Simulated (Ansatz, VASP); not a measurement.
## Ru in VASP and in Ansatz

Contents of INCAR:

```
ALGO = Normal
EDIFF = 1E-6
ENCUT = 520
GGA = PE
ISIF = 2
ISMEAR = -1
LASPH = True
LCHARG = False
LREAL = False
LWAVE = False
NBANDS = 21
NELM = 80
PREC = Accurate
SIGMA = 0.05
```

The input KPOINTS:

```
k-points
0
Gamma
  14 14 14
```

Contents of POSCAR:

```
Ru
1.0
    0.0000000000      2.4215158508      2.4215158508
    2.4215158508      0.0000000000      2.4215158508
    2.4215158508      2.4215158508      0.0000000000
Ru
2
Direct
   -0.1250000000     -0.1250000000     -0.1250000000
    0.1250000000      0.1250000000      0.1250000000
```

Input for Ansatz:

```yaml
crystal:
  lattice:
    - [0.0, 2.4215158508, 2.4215158508]
    - [2.4215158508, 0.0, 2.4215158508]
    - [2.4215158508, 2.4215158508, 0.0]
  atoms:
    - { symbol: Ru, position: [-0.125, -0.125, -0.125] }
    - { symbol: Ru, position: [0.125, 0.125, 0.125] }
kpoints:
  mp_grid: { grid: [14, 14, 14] }
scf:
  occupations: { method: fermi_dirac, width: 0.05 }
hamiltonian:
  xc: pbe
  pseudopotentials: { kind: all_electron, lapw: { basis_error: 0.001 } }
output:
  forces: true
  stress: true
  eigenvalues: true
  populations: true
```

Change from the starting cell: volume scaled by 0.7, LAPW.

Alike in both runs: task single point; functional PBE; k mesh 14 × 14 × 14; occupations fermi-dirac, width 0.05 eV; no spin polarisation.

|  | VASP | Ansatz |
| --- | --- | --- |
| version | VASP 6.6.1 | Ansatz 0.2.0 |
| potentials or method | VASP PAW PBE potentials, release 64 (Ru_pv), cutoff 520 eV | all-electron LAPW, scalar-relativistic |

```csv
,VASP,Ansatz,Ansatz less VASP
pressure (GPa),136.5,132.4,-4.07
```

Both programs put the cell under a high pressure, so it lies far from rest at this level. Ansatz ran all-electron here, and VASP with PAW potentials.

Noted on VASP's run: the cell as given lies far from equilibrium.
